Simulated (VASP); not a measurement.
# KF (Carobbiite) (Fm-3m) in VASP: further runs, part 2 of 2

VASP 6.6.1.

### 5 Single point, PBE

This run uses another cell than the first one, of 18.80 Å³/atom, 0.945 times its volume.

File INCAR:

```
ALGO = Normal ; EDIFF = 1E-6
ENCUT = 520 ; GGA = PE
ISIF = 2 ; ISMEAR = -1
LASPH = True ; LCHARG = True
LELF = True ; LREAL = False
LVHAR = True ; LWAVE = False
NBANDS = 15 ; NELM = 80
PREC = Accurate ; SIGMA = 0.02
```

File KPOINTS:

```
k-points
0
Gamma
  8 8 8
```

File POSCAR:

```
KF
1.0
    0.0000000000      2.6589566750      2.6589566750
    2.6589566750      0.0000000000      2.6589566750
    2.6589566750      2.6589566750      0.0000000000
K F
1 1
Direct
    0.0000000000      0.0000000000      0.0000000000
    0.5000000000      0.5000000000      0.5000000000
```

Potentials or basis: VASP PAW PBE potentials, release 64 (K_sv, F).

Started as:

```sh
$ cat potpaw_PBE.64/K_sv/POTCAR potpaw_PBE.64/F/POTCAR > POTCAR
$ mpirun -np 1 vasp_std > vasp.out
```

OUTCAR:

```text
EDIFF = 1E-6
   ENCUT = 520
   GGA = PE
   ISIF = 2
   ISMEAR = -1
   LASPH = True
   LREAL = False
   NELM = 80
   PREC = Accurate

 ion  position               nearest neighbor table
   1  0.000  0.000  0.000-   2 2.66   2 2.66   2 2.66   2 2.66   2 2.66   2 2.66
   2  0.500  0.500  0.500-   1 2.66   1 2.66   1 2.66   1 2.66   1 2.66   1 2.66

  LATTYP: Found a face centered cubic cell.
 ALAT       =     5.3179133500

  Lattice vectors:

 A1 = (   0.0000000000,   2.6589566750,   2.6589566750)
 A2 = (   2.6589566750,   0.0000000000,   2.6589566750)
 A3 = (   2.6589566750,   2.6589566750,   0.0000000000)

Analysis of symmetry for initial positions (statically):
=====================================================================
 Subroutine PRICEL returns:
 Original cell was already a primitive cell.

 Routine SETGRP: Setting up the symmetry group for a
 face centered cubic supercell.

 Subroutine GETGRP returns: Found 48 space group operations
 (whereof 48 operations were pure point group operations)
 out of a pool of 48 trial point group operations.

The static configuration has the point symmetry O_h .

Analysis of symmetry for dynamics (positions and initial velocities):
=====================================================================
 Subroutine PRICEL returns:
 Original cell was already a primitive cell.

 Routine SETGRP: Setting up the symmetry group for a
 face centered cubic supercell.

 Subroutine GETGRP returns: Found 48 space group operations
 (whereof 48 operations were pure point group operations)
 out of a pool of 48 trial point group operations.

The dynamic configuration has the point symmetry O_h .

 Subroutine INISYM returns: Found 48 space group operations
 (whereof 48 operations are pure point group operations),
 and found     1 'primitive' translations

----------------------------------------------------------------------------------------

                                     Primitive cell

  volume of cell :      37.5979

  direct lattice vectors                    reciprocal lattice vectors
     0.000000000  2.658956675  2.658956675    -0.188043681  0.188043681  0.188043681
     2.658956675  0.000000000  2.658956675     0.188043681 -0.188043681  0.188043681
     2.658956675  2.658956675  0.000000000     0.188043681  0.188043681 -0.188043681

  length of vectors
     3.760332592  3.760332592  3.760332592     0.325701209  0.325701209  0.325701209

  position of ions in fractional coordinates (direct lattice)
     0.000000000  0.000000000  0.000000000
     0.500000000  0.500000000  0.500000000

  ion indices of the primitive-cell ions
   primitive index   ion index
                 1           1
                 2           2

----------------------------------------------------------------------------------------

 KPOINTS: k-points

Automatic generation of k-mesh.
 Grid dimensions read from file:
 generate k-points for:    8    8    8

 Generating k-lattice:

  Cartesian coordinates                     Fractional coordinates (reciprocal lattice)
    -0.023505460  0.023505460  0.023505460     0.125000000  0.000000000  0.000000000
     0.023505460 -0.023505460  0.023505460     0.000000000  0.125000000  0.000000000
     0.023505460  0.023505460 -0.023505460     0.000000000  0.000000000  0.125000000

  Length of vectors
     0.040712651  0.040712651  0.040712651

  Shift w.r.t. Gamma in fractional coordinates (k-lattice)
     0.000000000  0.000000000  0.000000000

 Subroutine IBZKPT returns following result:
 ===========================================

 Found     29 irreducible k-points:

 Following reciprocal coordinates:
            Coordinates               Weight
  0.000000  0.000000  0.000000      1.000000
  0.125000  0.000000  0.000000      8.000000
  0.250000  0.000000  0.000000      8.000000
  0.375000  0.000000  0.000000      8.000000
  0.500000  0.000000  0.000000      4.000000
  0.125000  0.125000  0.000000      6.000000
[... 16 lines left out ...]
  0.500000  0.250000  0.125000     48.000000
 -0.375000  0.250000  0.125000     24.000000
 [... further k-points ...]
   k-points           NKPTS =     29   k-points in BZ     NKDIM =     29   number of bands    NBANDS=     15
   number of dos      NEDOS =    301   number of ions     NIONS =      2
   total plane-waves  NPLWV =  21952
   dimension x,y,z NGX =    28 NGY =   28 NGZ =   28
   dimension x,y,z NGXF=    56 NGYF=   56 NGZF=   56
   ions per type =               1   1
   NGX,Y,Z   is equivalent  to a cutoff of  12.38, 12.38, 12.38 a.u.
   NGXF,Y,Z  is equivalent  to a cutoff of  24.76, 24.76, 24.76 a.u.
 SYSTEM =  unknown system
   PREC   = accura    normal or accurate (medium, high low for compatibility)
   ISTART =      0    job   : 0-new  1-cont  2-samecut
   ICHARG =      2    charge: 1-file 2-atom 10-const
   ISPIN  =      1    spin polarized calculation?
   LNONCOLLINEAR =      F non collinear calculations
   LSORBIT =      F    spin-orbit coupling
   LASPH  =      T    aspherical Exc in radial PAW
   ENCUT  =  520.0 eV  38.22 Ry    6.18 a.u.   6.99  6.99  6.99*2*pi/ulx,y,z
   NELM   =     80;   NELMIN=  2; NELMDL= -5     # of ELM steps
   EDIFF  = 0.1E-05   stopping-criterion for ELM
   LREAL  =      F    real-space projection
   EDIFFG = 0.1E-04   stopping-criterion for IOM
   NSW    =      0    number of steps for IOM
   IBRION =     -1    ionic relax: 0-MD 1-quasi-New 2-CG
   NFREE  =      0    steps in history (QN), initial steepest desc. (CG)
   ISIF   =      2    stress and relaxation
   ISYM   =      2    0-nonsym 1-usesym 2-fastsym
   POTIM  = 0.5000    time-step for ionic-motion
   TEBEG  =    0.0;   TEEND  =   0.0 temperature during run
   PSTRESS=    0.0 pullay stress
   NELECT =      16.0000    total number of electrons
   NUPDOWN=      -1.0000    fix difference up-down
   EMIN   =  10.00;   EMAX   =-10.00  energy-range for DOS
   EFERMI =   0.00;   METHOD = LEGACY
   ISMEAR =    -1;   SIGMA  =   0.02  broadening in eV -4-tet -1-fermi 0-gaus
   EFERMI_NEDOS =   21; number of points for ismear=-14 and -15
   IALGO  =     38    algorithm
   IMIX   =      4    mixing-type and parameters
     AMIX     =   0.40;   BMIX     =  1.00
     AMIX_MAG =   1.60;   BMIX_MAG =  1.00
  volume/ion in A,a.u.               =      18.80       126.86
  Fermi-wavevector in a.u.,A,eV,Ry     =   1.231384  2.326979 20.630609  1.516307
  Thomas-Fermi vector in A             =   2.366196
   LORBIT       =      0    0 simple, 1 ext, 2 COOP (PROOUT), +10 PAW based schemes
   GGA     = PE    functional components
   LHFCALC =     F    Hartree Fock is set to
   AEXX    =    0.0000 exact exchange contribution
   IVDW    =     0    specifies the selected vdW correction
   LEPSILON=     F    determine dielectric tensor
   LRPA    =     F    only Hartree local field effects (RPA)
 non-spin polarized calculation
  energy-cutoff  :      520.00
  volume of cell :       37.60
 maximum number of plane-waves:      1036
   NGX = 13   NGY = 13   NGZ = 13

 number of electron      16.0000010 magnetization

 Free energy of the ion-electron system (eV)
  ---------------------------------------------------
  ext. energy  EPLUGINS =         0.00000000
  ---------------------------------------------------
  free energy    TOTEN  =        -8.28359083 eV

  energy without entropy =       -8.28359083  energy(sigma->0) =       -8.28359083

 E-fermi :  -2.3218     XC(G=0):  -8.4698

 val. band max:       -2.7652146043   @ k =   0.0000   0.0000   0.0000
 cond. band min:       3.4770971971   @ k =   0.0000   0.0000   0.0000
 fundamental gap:      6.2423118014
 Fermi energy:        -2.3217592535

 k-point     1 :       0.0000    0.0000    0.0000
  band No.  band energies     occupation
      1     -28.8629      2.00000
      2     -21.4291      2.00000
      3     -12.1024      2.00000
      4     -12.1024      2.00000
      5     -12.1024      2.00000
      6      -2.7652      2.00000
      7      -2.7652      2.00000
      8      -2.7652      2.00000
      9       3.4771      0.00000
     10       7.9544      0.00000
     11       7.9544      0.00000
     12       7.9544      0.00000
     13       9.6456      0.00000
     14       9.6456      0.00000
     15      14.2708      0.00000
[... 397 lines left out ...]
 k-point    24 :      -0.3750    0.2500    0.1250
  band No.  band energies     occupation
      1     -28.7488      2.00000
      2     -21.5004      2.00000
      3     -12.4350      2.00000
      4     -12.3282      2.00000
      5     -12.1774      2.00000
      6      -3.3448      2.00000
      7      -3.0504      2.00000
      8      -3.0244      2.00000
      9       6.6915      0.00000
     10       7.3983      0.00000
     11       8.9938      0.00000
     12      10.0306      0.00000
     13      11.3038      0.00000
     14      12.3776      0.00000
     15      12.6572      0.00000

 [... further k-points ...]
[... 5 lines left out ...]
  --------------------------------------------------------------------------------------
  -------------------------------------------------------------------------------------
  Total        0.4612483      0.4612483      0.4612483     -0.0000000     -0.0000000      0.0000000
  in kB       19.6553869     19.6553869     19.6553869     -0.0000000     -0.0000000      0.0000000
  external PRESSURE =      19.6553869 kB  Pullay stress =       0.0000000 kB

 VOLUME and BASIS-vectors are now :
 -----------------------------------------------------------------------------
  energy-cutoff  :      520.00
  volume of cell :       37.60
      direct lattice vectors                 reciprocal lattice vectors
     0.000000000  2.658956675  2.658956675    -0.188043681  0.188043681  0.188043681
     2.658956675  0.000000000  2.658956675     0.188043681 -0.188043681  0.188043681
     2.658956675  2.658956675  0.000000000     0.188043681  0.188043681 -0.188043681

 POSITION                                       TOTAL-FORCE (eV/Angst)
 -----------------------------------------------------------------------------------
      0.00000      0.00000      0.00000         0.000000      0.000000      0.000000
      2.65896      2.65896      2.65896         0.000000     -0.000000     -0.000000
 -----------------------------------------------------------------------------------
    total drift:                                0.000000      0.000000      0.000000

  FREE ENERGIE OF THE ION-ELECTRON SYSTEM (eV)
  ---------------------------------------------------
  free  energy   TOTEN  =        -8.2835908277 eV

  energy  without entropy=       -8.2835908277  energy(sigma->0) =       -8.28359083
```

Wall time 16 s (1 thread of Intel Xeon Platinum 8488C (Sapphire Rapids), shared host); peak memory 0.16 GiB.

What came out:

```
Free energy            : -8.2836 eV
Pressure               : 2.0 GPa
Band gap on the k mesh : 6.24 eV, direct
```

Levels at points of the mesh, in eV from the valence-band top:
| k point | band 4 | band 5 | band 6 | band 7 | band 8 | band 9 | band 10 | band 11 | band 12 | band 13 |
| --- | --- | --- | --- | --- | --- | --- | --- | --- | --- | --- |
| (0.00, 0.00, 0.00) | -9.34 | -9.34 | 0.00 | 0.00 | 0.00 | 6.24 | 10.72 | 10.72 | 10.72 | 12.41 |
| (0.50, 0.00, 0.00) | -9.37 | -9.37 | -0.81 | -0.36 | -0.36 | 9.13 | 10.71 | 12.14 | 12.14 | 14.40 |
| (0.50, 0.50, 0.00) | -9.56 | -9.56 | -0.21 | -0.05 | -0.05 | 8.21 | 10.38 | 11.93 | 13.69 | 14.32 |

A k mesh can miss the band edges. A hybrid or GW would open this gap; PBE tends to underestimate it.

### 6 The runs side by side

| task | level | potentials or basis | cell | k mesh | cutoff (eV) | smearing | gap on the mesh (eV) | pressure (GPa) |
| --- | --- | --- | --- | --- | --- | --- | --- | --- |
| relaxation of cell and atoms | r2SCAN | VASP PAW PBE potentials, release 64 (K_sv, F) | relaxed from a = 3.832 Å, angles 60.0°, 2 atoms | 8 × 8 × 8 | 600 | fermi-dirac 0.02 eV | 6.92 | 0.0 |
| single point | PBE | VASP PAW PBE potentials, release 64 (K_sv, F) | a = 3.760 Å, angles 60.0°, 2 atoms | 4 × 4 × 4 | 520 | gaussian 0.01 eV | 6.24 | 2.0 |
| single point | LDA | VASP PAW LDA potentials, release 64 (K_sv, F) | a = 3.650 Å, angles 60.0°, 2 atoms | 8 × 8 × 8 | 520 | fermi-dirac 0.02 eV | 6.35 | 0.2 |
| single point | PBE | VASP PAW PBE potentials, release 64 (K_sv, F) | a = 3.760 Å, angles 60.0°, 2 atoms | 8 × 8 × 8 | 520 | fermi-dirac 0.02 eV | 6.24 | 2.0 |

Alike in all rows: no spin polarisation.

Caveats: some runs use coarse meshes; the PAW data sets were made with another functional, which shifts forces and pressure a little (some runs).

Total energies depend on the potentials used, so only differences within one code and one set of settings carry meaning.
